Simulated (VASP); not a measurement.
# TiO2 in VASP: further runs

Aim: see how the results for TiO2 move with the level of theory and the settings. Levels: PBE, LDA+U. Tasks: single point.

Program: VASP 6.6.1. These are calculated values, not measurements. Logs are shortened: lines on timing, memory, paths and dates and some standing lists are left out, and cuts for length are marked.

## 1. The cell of the first run

The typed cell holds 12 atoms: a = 5.018 Å, b = 5.018 Å, c = 10.235 Å, α = 90.00°, β = 90.00°, γ = 145.83°.

## 2. Single point, PBE (atoms moved at random)

Contents of INCAR:

```
SYSTEM = TiO2
PREC     = Accurate       ! precision mode
ENCUT    = 520            ! plane-wave cutoff, eV
EDIFF    = 1E-7           ! SCF threshold, eV
ISMEAR   = -1             ! smearing method
SIGMA    = 0.05           ! smearing width, eV
LREAL    = .False.        ! projectors in reciprocal space
LASPH    = .True.         ! aspherical terms in the spheres
NELM     = 100            ! most SCF steps
ALGO     = Normal         ! electronic algorithm
ISIF     = 2              ! what is computed and relaxed
LWAVE    = .False.        ! write WAVECAR
LCHARG   = .False.        ! write CHGCAR
GGA      = PE             ! functional
NBANDS   = 60             ! bands
KPAR     = 4
```

Contents of KPOINTS:

```
Automatic mesh
0
Gamma
  9 9 3
  0 0 0
```

Contents of POSCAR:

```
TiO2
1.0
    1.4740970000     -4.7965300000      0.0000000000
    1.4740970000      4.7965300000      0.0000000000
    0.0000000000      0.0000000000     10.2352230000
Ti O
4 8
Direct
    0.8661660000      0.1331300000      0.5831170000
    0.1371160000      0.8647780000      0.4162390000
    0.8707080000      0.1270240000      0.9160950000
    0.1279320000      0.8718240000      0.0828120000
    0.4916910000      0.5006420000      0.4944720000
    0.4956180000      0.5042700000      0.0022520000
    0.9506510000      0.0935660000      0.7503040000
    0.0598120000      0.9256050000      0.2502940000
    0.7592940000      0.2550320000      0.1003150000
    0.2490030000      0.7577240000      0.8955700000
    0.2459620000      0.7563610000      0.6030240000
    0.7717870000      0.2583330000      0.3993240000
```

Potentials or basis: VASP PAW PBE potentials, release 64 (Ti_sv, O).

The run is started by

```sh
cat potpaw_PBE.64/Ti_sv/POTCAR potpaw_PBE.64/O/POTCAR > POTCAR
mpirun -np 4 vasp_std > vasp.out
```

OUTCAR:

```text
SYSTEM = TiO2
   PREC = Accurate
   ENCUT = 520
   EDIFF = 1E-7
   ISMEAR = -1
   LREAL = .False.
   LASPH = .True.
   NELM = 100
   ISIF = 2
   GGA = PE

 ion  position               nearest neighbor table
   1  0.866  0.133  0.583-   7 1.81  11 1.89  11 1.90   5 2.12   5 2.13  12 2.16
   2  0.137  0.865  0.416-   8 1.82  12 1.85  12 1.91   5 2.14   5 2.16  11 2.18
   3  0.871  0.127  0.916-   7 1.78  10 1.91  10 1.93   6 2.09   6 2.09   9 2.21
   4  0.128  0.872  0.083-   8 1.81   9 1.89   9 1.92   6 2.11   6 2.11  10 2.22
   5  0.492  0.501  0.494-   1 2.12   1 2.13   2 2.14   2 2.16
   6  0.496  0.504  0.002-   3 2.09   3 2.09   4 2.11   4 2.11
   7  0.951  0.094  0.750-   3 1.78   1 1.81
   8  0.060  0.926  0.250-   4 1.81   2 1.82
   9  0.759  0.255  0.100-   4 1.89   4 1.92   3 2.21
  10  0.249  0.758  0.896-   3 1.91   3 1.93   4 2.22
  11  0.246  0.756  0.603-   1 1.89   1 1.90   2 2.18
  12  0.772  0.258  0.399-   2 1.85   2 1.91   1 2.16

  LATTYP: Found a base centered orthorhombic cell.
 ALAT       =     2.9481940000
 B/A-ratio  =     3.2538767802
 C/A-ratio  =     3.4716925006

  Lattice vectors:

 A1 = (   1.4740970000,  -4.7965300000,   0.0000000000)
 A2 = (   1.4740970000,   4.7965300000,   0.0000000000)
 A3 = (   0.0000000000,   0.0000000000,  10.2352230000)

Analysis of symmetry for initial positions (statically):
=====================================================================
 Subroutine PRICEL returns:
 Original cell was already a primitive cell.

 Routine SETGRP: Setting up the symmetry group for a
 base centered orthorhombic supercell.

 Subroutine GETGRP returns: Found  1 space group operations
 (whereof  1 operations were pure point group operations)
 out of a pool of  8 trial point group operations.

The static configuration has the point symmetry C_1 .

Analysis of symmetry for dynamics (positions and initial velocities):
=====================================================================
 Subroutine PRICEL returns:
 Original cell was already a primitive cell.

 Routine SETGRP: Setting up the symmetry group for a
 base centered orthorhombic supercell.

 Subroutine GETGRP returns: Found  1 space group operations
 (whereof  1 operations were pure point group operations)
 out of a pool of  8 trial point group operations.

The dynamic configuration has the point symmetry C_1 .

 Subroutine INISYM returns: Found  1 space group operations
 (whereof  1 operations are pure point group operations),
 and found     1 'primitive' translations

----------------------------------------------------------------------------------------

                                     Primitive cell

  volume of cell :     144.7373

  direct lattice vectors                    reciprocal lattice vectors
     1.474097000 -4.796530000  0.000000000     0.339190705 -0.104242025  0.000000000
     1.474097000  4.796530000  0.000000000     0.339190705  0.104242025  0.000000000
     0.000000000  0.000000000 10.235223000     0.000000000  0.000000000  0.097701828

  length of vectors
     5.017934038  5.017934038 10.235223000     0.354847480  0.354847480  0.097701828

  position of ions in fractional coordinates (direct lattice)
     0.866166000  0.133130000  0.583117000
     0.137116000  0.864778000  0.416239000
     0.870708000  0.127024000  0.916095000
     0.127932000  0.871824000  0.082812000
     0.491691000  0.500642000  0.494472000
     0.495618000  0.504270000  0.002252000
     0.950651000  0.093566000  0.750304000
     0.059812000  0.925605000  0.250294000
     0.759294000  0.255032000  0.100315000
     0.249003000  0.757724000  0.895570000
     0.245962000  0.756361000  0.603024000
     0.771787000  0.258333000  0.399324000

  ion indices of the primitive-cell ions
   primitive index   ion index
                 1           1
                 2           2
                 3           3
                 4           4
                 5           5
                 6           6
                 7           7
                 8           8
                 9           9
                10          10
                11          11
                12          12

----------------------------------------------------------------------------------------

 KPOINTS: Automatic mesh

Automatic generation of k-mesh.
 Grid dimensions read from file:
 generate k-points for:    9    9    3

 Generating k-lattice:

  Cartesian coordinates                     Fractional coordinates (reciprocal lattice)
     0.037687856 -0.011582447  0.000000000     0.111111111 -0.000000000  0.000000000
     0.037687856  0.011582447  0.000000000    -0.000000000  0.111111111  0.000000000
     0.000000000  0.000000000  0.032567276     0.000000000  0.000000000  0.333333333

  Length of vectors
     0.039427498  0.039427498  0.032567276

  Shift w.r.t. Gamma in fractional coordinates (k-lattice)
     0.000000000  0.000000000  0.000000000

 Subroutine IBZKPT returns following result:
 ===========================================

 Found    122 irreducible k-points:

 Following reciprocal coordinates:
            Coordinates               Weight
  0.000000  0.000000  0.000000      1.000000
  0.111111 -0.000000  0.000000      2.000000
 -0.000000  0.111111  0.000000      2.000000
  0.222222 -0.000000  0.000000      2.000000
 -0.000000  0.222222  0.000000      2.000000
  0.333333 -0.000000  0.000000      2.000000
[... 16 lines left out ...]
 -0.111111  0.111111  0.000000      2.000000
  0.222222  0.222222  0.000000      2.000000
 [... further k-points ...]
   k-points           NKPTS =    122   k-points in BZ     NKDIM =    122   number of bands    NBANDS=     60
   number of dos      NEDOS =    301   number of ions     NIONS =     12
   total plane-waves  NPLWV = 128000
   dimension x,y,z NGX =    40 NGY =   40 NGZ =   80
   dimension x,y,z NGXF=    80 NGYF=   80 NGZF=  160
   ions per type =               4   8
   NGX,Y,Z   is equivalent  to a cutoff of  13.25, 13.25, 12.99 a.u.
   NGXF,Y,Z  is equivalent  to a cutoff of  26.50, 26.50, 25.99 a.u.
 SYSTEM =  TiO2
   PREC   = accura    normal or accurate (medium, high low for compatibility)
   ISTART =      0    job   : 0-new  1-cont  2-samecut
   ICHARG =      2    charge: 1-file 2-atom 10-const
   ISPIN  =      1    spin polarized calculation?
   LNONCOLLINEAR =      F non collinear calculations
   LSORBIT =      F    spin-orbit coupling
   LASPH  =      T    aspherical Exc in radial PAW
   ENCUT  =  520.0 eV  38.22 Ry    6.18 a.u.   9.33  9.33 19.03*2*pi/ulx,y,z
   NELM   =    100;   NELMIN=  2; NELMDL= -5     # of ELM steps
   EDIFF  = 0.1E-06   stopping-criterion for ELM
   LREAL  =      F    real-space projection
   EDIFFG = 0.1E-05   stopping-criterion for IOM
   NSW    =      0    number of steps for IOM
   IBRION =     -1    ionic relax: 0-MD 1-quasi-New 2-CG
   NFREE  =      0    steps in history (QN), initial steepest desc. (CG)
   ISIF   =      2    stress and relaxation
   ISYM   =      2    0-nonsym 1-usesym 2-fastsym
   POTIM  = 0.5000    time-step for ionic-motion
   TEBEG  =    0.0;   TEEND  =   0.0 temperature during run
   PSTRESS=    0.0 pullay stress
   NELECT =      96.0000    total number of electrons
   NUPDOWN=      -1.0000    fix difference up-down
   EMIN   =  10.00;   EMAX   =-10.00  energy-range for DOS
   EFERMI =   0.00;   METHOD = LEGACY
   ISMEAR =    -1;   SIGMA  =   0.05  broadening in eV -4-tet -1-fermi 0-gaus
   EFERMI_NEDOS =   21; number of points for ismear=-14 and -15
   IALGO  =     38    algorithm
   IMIX   =      4    mixing-type and parameters
     AMIX     =   0.40;   BMIX     =  1.00
     AMIX_MAG =   1.60;   BMIX_MAG =  1.00
  volume/ion in A,a.u.               =      12.06        81.39
  Fermi-wavevector in a.u.,A,eV,Ry     =   1.427705  2.697971 27.733310  2.038341
  Thomas-Fermi vector in A             =   2.547846
   LORBIT       =      0    0 simple, 1 ext, 2 COOP (PROOUT), +10 PAW based schemes
   GGA     = PE    functional components
   LHFCALC =     F    Hartree Fock is set to
   AEXX    =    0.0000 exact exchange contribution
   IVDW    =     0    specifies the selected vdW correction
   LEPSILON=     F    determine dielectric tensor
   LRPA    =     F    only Hartree local field effects (RPA)
 non-spin polarized calculation
  energy-cutoff  :      520.00
  volume of cell :      144.74
 maximum number of plane-waves:      3924
 NGX is ok and might be reduce to    40
   NGX = 19   NGY = 19   NGZ = 39

 number of electron      95.9999998 magnetization

 Free energy of the ion-electron system (eV)
  ---------------------------------------------------
  ext. energy  EPLUGINS =         0.00000000
  ---------------------------------------------------
  free energy    TOTEN  =      -105.85715821 eV

  energy without entropy =     -105.85715821  energy(sigma->0) =     -105.85715821

 E-fermi :   4.0209     XC(G=0): -10.3712

 val. band max:        2.7959622386   @ k =   0.4444  -0.3333   0.3333
 cond. band min:       5.0888398532   @ k =  -0.4444   0.4444   0.0000
 fundamental gap:      2.2928776147
 Fermi energy:         4.0209378968

 k-point     1 :       0.0000    0.0000    0.0000
  band No.  band energies     occupation
      1     -53.7354      2.00000
      2     -53.6966      2.00000
      3     -53.6059      2.00000
      4     -53.5227      2.00000
      5     -30.1529      2.00000
      6     -30.0302      2.00000
[... 52 lines left out ...]
     59       7.0271      0.00000
     60       7.2390      0.00000

 k-point     2 :       0.1111   -0.0000    0.0000
  band No.  band energies     occupation
      1     -53.7301      2.00000
      2     -53.6925      2.00000
      3     -53.6010      2.00000
      4     -53.5183      2.00000
      5     -30.1427      2.00000
      6     -30.0248      2.00000
[... 1383 lines left out ...]
      4     -53.4856      2.00000
      5     -30.2493      2.00000
      6     -30.1973      2.00000
[... 52 lines left out ...]
     59       7.2057      0.00000
     60       7.4078      0.00000

 [... further k-points ...]

------------------------ aborting loop because EDIFF is reached ----------------------------------------

  FORCE on cell =-STRESS in cart. coord.  units (eV):
  Direction    XX          YY          ZZ          XY          YZ          ZX
  --------------------------------------------------------------------------------------
  -------------------------------------------------------------------------------------
  Total       -1.2721894     -0.7499037      2.4833472      0.9012286     -1.0351202      0.2564825
  in kB      -14.0825664     -8.3010982     27.4895416      9.9761972    -11.4583167      2.8391463
  external PRESSURE =       1.7019590 kB  Pullay stress =       0.0000000 kB

 VOLUME and BASIS-vectors are now :
 -----------------------------------------------------------------------------
  energy-cutoff  :      520.00
  volume of cell :      144.74
      direct lattice vectors                 reciprocal lattice vectors
     1.474097000 -4.796530000  0.000000000     0.339190705 -0.104242025  0.000000000
     1.474097000  4.796530000  0.000000000     0.339190705  0.104242025  0.000000000
     0.000000000  0.000000000 10.235223000     0.000000000  0.000000000  0.097701828

 POSITION                                       TOTAL-FORCE (eV/Angst)
 -----------------------------------------------------------------------------------
      1.47306     -3.51603      5.96833         0.035942      0.130676     -0.411144
      1.47689      3.49025      4.26030         0.242947      0.461478      0.083263
      1.47075     -3.56710      9.37644         0.013271      1.881195      0.491280
      1.47374      3.56810      0.84760         0.060025     -1.253196     -0.126929
      1.46280      0.04293      5.06103         0.155539     -0.422260      0.325542
      1.47393      0.04150      0.02305         0.097336     -0.343303     -0.072015
      1.53928     -4.11103      7.67953        -0.160347     -0.747214     -0.506374
      1.45260      4.15280      2.56181         0.123180      0.082226      0.173506
      1.49521     -2.41871      1.02675        -0.193587      0.413640      0.109874
      1.48401      2.44010      9.16636         0.039265     -0.360483      0.202028
      1.47752      2.44814      6.17209         0.144093      0.047692     -0.033987
      1.51850     -2.46280      4.08717        -0.557664      0.109549     -0.235045
 -----------------------------------------------------------------------------------
    total drift:                               -0.000015     -0.000483     -0.001433

  FREE ENERGIE OF THE ION-ELECTRON SYSTEM (eV)
  ---------------------------------------------------
  free  energy   TOTEN  =      -105.8571582071 eV

  energy  without entropy=     -105.8571582071  energy(sigma->0) =     -105.85715821
```

Wall time 10 min (4 MPI ranks of Intel Xeon Platinum 8259CL at 2.50GHz (Skylake/Cascade Lake), shared host); peak memory 0.86 GiB.

What came out:

```yaml
Free_energy: -105.8572 eV
Pressure: 0.2 GPa
Largest_force: 1.944 eV/Å
Band_gap_on_the_k_mesh: 2.29 eV (least direct gap 2.37 eV)
```

Forces in eV/Å, atoms in the order of the input:
```
Ti   0.036  0.131 -0.411
Ti   0.243  0.461  0.083
Ti   0.013  1.881  0.491
Ti   0.060 -1.253 -0.127
O    0.156 -0.422  0.326
O    0.097 -0.343 -0.072
O   -0.160 -0.747 -0.506
O    0.123  0.082  0.174
O   -0.194  0.414  0.110
O    0.039 -0.360  0.202
O    0.144  0.048 -0.034
O   -0.558  0.110 -0.235
```

Caveat: the cell differs from its parent crystal (atoms moved at random); forces of over 1 eV/Å act on the atoms, so gaps and moduli don't describe the material at rest.

## 3. Single point, LDA+U

Contents of INCAR:

```
SYSTEM = TiO2
PREC = Accurate
ENCUT = 520
EDIFF = 1E-6
ISMEAR = -1
SIGMA = 0.05
LREAL = .FALSE.
LASPH = .TRUE.
NELM = 150
ALGO = Normal
ISIF = 2
LWAVE = .FALSE.
LCHARG = .TRUE.
LMAXMIX = 4
LDAU = .TRUE.
LDAUTYPE = 2
LDAUL = 2 -1
LDAUU = 6 0
LDAUJ = 0 0
LDAUPRINT = 1
LELF = .TRUE.
LVHAR = .TRUE.
NBANDS = 60
```

Contents of KPOINTS:

```
Automatic mesh
0
G
  9 9 3
  0 0 0
```

Contents of POSCAR:

```
TiO2
1.0
    1.4740970000     -4.7965300000      0.0000000000
    1.4740970000      4.7965300000      0.0000000000
    0.0000000000      0.0000000000     10.2352230000
Ti O
4 8
Direct
    0.8669130000      0.1330870000      0.5831420000
    0.1330870000      0.8669130000      0.4168580000
    0.8669130000      0.1330870000      0.9168580000
    0.1330870000      0.8669130000      0.0831420000
    0.5000000000      0.5000000000      0.5000000000
    0.5000000000      0.5000000000      0.0000000000
    0.9342350000      0.0657650000      0.7500000000
    0.0657650000      0.9342350000      0.2500000000
    0.7544000000      0.2456000000      0.1028660000
    0.2456000000      0.7544000000      0.8971340000
    0.2456000000      0.7544000000      0.6028660000
    0.7544000000      0.2456000000      0.3971340000
```

Potentials or basis: VASP PAW LDA potentials, release 64 (Ti_sv, O).

The run is started by

```sh
cat potpaw_LDA.64/Ti_sv/POTCAR potpaw_LDA.64/O/POTCAR > POTCAR
mpirun -np 1 vasp_std > vasp.out
```

Run time: 27 min. Hardware: 1 thread of Oxide Virtual Turin-like, shared host; peak memory 0.44 GiB.

It converged, with:

| Item | Value |
| --- | --- |
| Free energy | -98.7077 eV |
| Pressure | -0.8 GPa |
| Largest force | 0.749 eV/Å |
| Band gap on the k mesh | 2.98 eV (least direct gap 3.08 eV) |

Forces in eV/Å, atoms in the order of the input:
```
Ti   0.000 -0.149 -0.734
Ti   0.000  0.149  0.734
Ti   0.000 -0.149  0.734
Ti   0.000  0.149 -0.734
O    0.000  0.000  0.000
O    0.000  0.000  0.000
O    0.000 -0.274  0.000
O    0.000  0.274  0.000
O    0.000 -0.523 -0.228
O    0.000  0.523  0.228
O    0.000  0.523 -0.228
O    0.000 -0.523  0.228
```

Stress tensor (GPa, compression positive):
```
 1.50  0.00  0.00
 0.00 -1.34  0.00
 0.00  0.00 -2.48
```

Levels at points of the mesh, in eV from the valence-band top:
```csv
k point,band 45,band 46,band 47,band 48,band 49,band 50,band 51,band 52
"(0.00, 0.00, 0.00)",-0.49,-0.46,-0.18,-0.17,3.30,3.35,3.70,4.16
```

Eigenvalues of the final occupation matrices:
```tsv
site	spin	trace	eigenvalues
site 1 d	1	0.82	0.09 0.11 0.12 0.24 0.26
site 1 d	2	0.82	0.09 0.11 0.12 0.24 0.26
site 2 d	1	0.82	0.09 0.11 0.12 0.24 0.26
site 2 d	2	0.82	0.09 0.11 0.12 0.24 0.26
site 3 d	1	0.82	0.09 0.11 0.12 0.24 0.26
site 3 d	2	0.82	0.09 0.11 0.12 0.24 0.26
site 4 d	1	0.82	0.09 0.11 0.12 0.24 0.26
site 4 d	2	0.82	0.09 0.11 0.12 0.24 0.26
```

A k mesh can miss the band edges.
